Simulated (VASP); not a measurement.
# CaO (pbe) (P6_3/mmc) in VASP: further runs, part 2 of 2

VASP 6.6.1. The steps go on from the part before.

## Step 3: Relaxation of cell and atoms, PBE

This run uses another cell than the first one, of 16.51 Å³/atom, 0.989 times its volume.

Contents of INCAR:

```
SYSTEM = CaO
ALGO = Normal
EDIFF = 1E-7
EDIFFG = -0.002
ENCUT = 600
GGA = PE
IBRION = 2
ISIF = 3
ISMEAR = 0
LASPH = .TRUE.
LCHARG = .FALSE.
LREAL = .FALSE.
LWAVE = .FALSE.
NELM = 100
NSW = 100
PREC = Accurate
SIGMA = 0.02
```

Contents of KPOINTS:

```
k-points
0
G
  9 9 6
  0 0 0
```

Contents of POSCAR:

```
CaO
1.0
    3.9919758200      0.0000000000      0.0000000000
   -1.9959879100      3.4571524800      0.0000000000
    0.0000000000      0.0000000000      4.7848400100
Ca O
2 2
Direct
    0.3333333300      0.6666666700      0.7500000000
    0.6666666700      0.3333333300      0.2500000000
    0.3333333300      0.6666666700      0.2500000000
    0.6666666700      0.3333333300      0.7500000000
```

Potentials or basis: VASP PAW PBE potentials, release 64 (Ca_sv, O).

Launch:

```
$ cat potpaw_PBE.64/Ca_sv/POTCAR potpaw_PBE.64/O/POTCAR > POTCAR
$ mpirun -np 1 vasp_std > vasp.out
```

OUTCAR:

```text
SYSTEM = CaO
   EDIFF = 1E-7
   EDIFFG = -0.002
   ENCUT = 600
   GGA = PE
   IBRION = 2
   ISIF = 3
   ISMEAR = 0
   LASPH = .TRUE.
   LREAL = .FALSE.
   NELM = 100
   NSW = 100
   PREC = Accurate

 ion  position               nearest neighbor table
   1  0.333  0.667  0.750-   4 2.30   4 2.30   4 2.30   3 2.39   3 2.39
   2  0.667  0.333  0.250-   3 2.30   3 2.30   3 2.30   4 2.39   4 2.39
   3  0.333  0.667  0.250-   2 2.30   2 2.30   2 2.30   1 2.39   1 2.39
   4  0.667  0.333  0.750-   1 2.30   1 2.30   1 2.30   2 2.39   2 2.39

  LATTYP: Found a hexagonal cell.
 ALAT       =     3.9919758200
 C/A-ratio  =     1.1986144771

  Lattice vectors:

 A1 = (   3.9919758200,   0.0000000000,   0.0000000000)
 A2 = (  -1.9959879100,   3.4571524800,   0.0000000000)
 A3 = (   0.0000000000,   0.0000000000,   4.7848400100)

[... 258 lines left out ...]
 number of electron      31.9999998 magnetization

 Free energy of the ion-electron system (eV)
  ---------------------------------------------------
  ext. energy  EPLUGINS =         0.00000000
  ---------------------------------------------------
  free energy    TOTEN  =       -25.35502935 eV

  energy without entropy =      -25.35502935  energy(sigma->0) =      -25.35502935

 E-fermi :   1.4772     XC(G=0):  -9.3259

 val. band max:        1.2678429536   @ k =   0.0000   0.0000   0.0000
 cond. band min:       4.3788895635   @ k =   0.0000   0.0000   0.0000
 fundamental gap:      3.1110466099
 Fermi energy:         1.4771971088

 k-point     1 :       0.0000    0.0000    0.0000
  band No.  band energies     occupation
      1     -36.4507      2.00000
      2     -36.3292      2.00000
      3     -17.7693      2.00000
      4     -17.5421      2.00000
      5     -17.5421      2.00000
      6     -17.3570      2.00000
[... 541 lines left out ...]
     19       8.3054      0.00000
     20       8.7225      0.00000

 [... further k-points ...]
[... 5 lines left out ...]
  --------------------------------------------------------------------------------------
  -------------------------------------------------------------------------------------
  Total       -0.0039305     -0.0039305      0.0075656      0.0000000     -0.0000000      0.0000000
  in kB       -0.0938875     -0.0938875      0.1807189      0.0000000     -0.0000000      0.0000000
  external PRESSURE =      -0.0023520 kB  Pullay stress =       0.0000000 kB
[... 19 lines left out ...]
  FREE ENERGIE OF THE ION-ELECTRON SYSTEM (eV)
  ---------------------------------------------------
  free  energy   TOTEN  =       -25.3550293493 eV

  energy  without entropy=      -25.3550293493  energy(sigma->0) =      -25.35502935

 reached required accuracy - stopping structural energy minimisation
```

Wall time 68 s (1 thread of Intel Xeon 6975P-C (Granite Rapids), shared host); peak memory 0.24 GiB.

What came out:

* Free energy: -25.3550 eV
* Relaxed volume: 16.77 Å³/atom
* Relaxed cell: a = 4.011 Å, b = 4.011 Å, c = 4.814 Å, α = 90.00°, β = 90.00°, γ = 120.00°
* Space group after relaxing (to 0.05 Å): P6_3/mmc (No. 194)
* Energy gained by relaxing: 1.1 meV/atom
* Ionic steps: 3
* Pressure after relaxing: 0.0 GPa
* Band gap on the k mesh: 3.11 eV, direct

The path:
| step | energy change (eV) | largest force (eV/Å) | pressure (GPa) | volume (Å³) |
| --- | --- | --- | --- | --- |
| 1 | 0.0000 | 0.0000 | 1.39 | 66.03 |
| 2 | -0.0040 | 0.0000 | -0.43 | 67.42 |
| 3 | -0.0045 | 0.0000 | 0.00 | 67.07 |

Final structure:
```xyz
4
Lattice="4.0109 0.0000 0.0000 -2.0055 3.4736 0.0000 0.0000 0.0000 4.8142" Properties=species:S:1:pos:R:3 pbc="T T T"
Ca    0.0000    2.3157    3.6107
Ca    2.0055    1.1579    1.2036
O     0.0000    2.3157    1.2036
O     2.0055    1.1579    3.6107
```

## Step 4: Single point, PBE

This run uses another cell than the first one, of 16.51 Å³/atom, 0.989 times its volume.

Contents of INCAR:

```
SYSTEM = CaO
PREC = Accurate
ENCUT = 520
EDIFF = 1E-7
ISMEAR = 0
SIGMA = 0.1
LREAL = .FALSE.
LASPH = .TRUE.
NELM = 100
ALGO = Normal
ISIF = 2
LWAVE = .FALSE.
LCHARG = .FALSE.
GGA = PE
NBANDS = 24
```

Contents of KPOINTS:

```
regular mesh
0
G
  6 6 4
  0 0 0
```

POSCAR is that of step 3.

Launch:

```
$ cat potpaw_PBE.64/Ca_sv/POTCAR potpaw_PBE.64/O/POTCAR > POTCAR
$ mpirun -np 1 vasp_std > vasp.out
```

Wall time 16 s (1 thread of Intel Xeon 6975P-C (Granite Rapids), shared host); peak memory 0.19 GiB.

It converged, with:

- Free energy: -25.3450 eV
- Pressure: 1.5 GPa
- Band gap on the k mesh: 3.16 eV, direct

Stress tensor (GPa, compression positive):
```
1.36 0.00 0.00
0.00 1.36 0.00
0.00 0.00 1.74
```

Levels at points of the mesh, in eV from the valence-band top:
```
           k point  band 12  band 13  band 14  band 15  band 16  band 17  band 18  band 19  band 20  band 21
(0.00, 0.00, 0.00)    -1.20    -1.15    -1.15    -1.09     0.00     3.16     6.13     6.13     7.70     7.73
(0.50, 0.00, 0.00)    -1.06    -0.86    -0.84    -0.60    -0.39     4.68     5.24     5.26     7.61     7.71
(0.00, 0.00, 0.50)    -1.58    -1.29    -1.29    -1.29    -1.29     4.97     4.97     7.76     7.76     7.76
(0.50, 0.00, 0.50)    -2.07    -1.06    -1.06    -0.76    -0.76     5.35     5.35     7.31     7.31     7.94
```

## Step 5: The runs side by side

| task | cell | k mesh | cutoff (eV) | smearing | gap on the mesh (eV) | pressure (GPa) |
| --- | --- | --- | --- | --- | --- | --- |
| single point | a = 4.004, b = 4.004, c = 4.808 Å, angles 90.0, 90.0, 120.0°, 4 atoms | 9 × 9 × 6 | 520 | gaussian 0.02 eV | 3.13 | 0.5 |
| relaxation of cell and atoms | relaxed from a = 3.992, b = 3.992, c = 4.785 Å, angles 90.0, 90.0, 120.0°, 4 atoms | 9 × 9 × 6 | 600 | gaussian 0.02 eV | 3.11 | 0.0 |
| single point | a = 3.992, b = 3.992, c = 4.785 Å, angles 90.0, 90.0, 120.0°, 4 atoms | 6 × 6 × 4 | 520 | gaussian 0.1 eV | 3.16 | 1.5 |

Alike in all rows: level PBE; potentials or basis VASP PAW PBE potentials, release 64 (Ca_sv, O); no spin polarisation.

Total energies depend on the potentials used, so only differences within one code and one set of settings carry meaning.
